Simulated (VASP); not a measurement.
Input of a VASP 6.6.1 run:

INCAR

```
PREC = Accurate
ENCUT = 500
EDIFF = 1E-6
ISMEAR = -1
SIGMA = 0.2
LREAL = F
LASPH = T
NELM = 120
ALGO = Normal
ISIF = 2
LWAVE = F
LCHARG = F
GGA = PE
NBANDS = 23
GGA_COMPAT = F
```

Contents of KPOINTS:

```
regular mesh
0
Gamma
  14 14 14
```

Contents of POSCAR:

```
RbBr3
1.0
   -2.2585671000      2.2585671000      6.4370042300
    2.2585671000     -2.2585671000      6.4370042300
    2.2585671000      2.2585671000     -6.4370042300
Rb Br
1 3
Direct
    0.0000000000      0.0000000000      0.0000000000
    0.7500000000      0.2500000000      0.5000000000
    0.2500000000      0.7500000000      0.5000000000
    0.5000000000      0.5000000000      0.0000000000
```

Potentials or basis: VASP PAW PBE potentials, release 64 (Rb_sv, Br).

Run with:

```bash
$ cat potpaw_PBE.64/Rb_sv/POTCAR potpaw_PBE.64/Br/POTCAR > POTCAR
$ mpirun -np 1 vasp_std > vasp.out
```

Predict the pressure.

1.2 GPa.

Estimate the band gap on the k mesh.

zero (bands 15 and 16 overlap by 1.21 eV).

Stress tensor (GPa, compression positive):
```
1.26 0.00 0.00
0.00 1.26 0.00
0.00 0.00 1.02
```
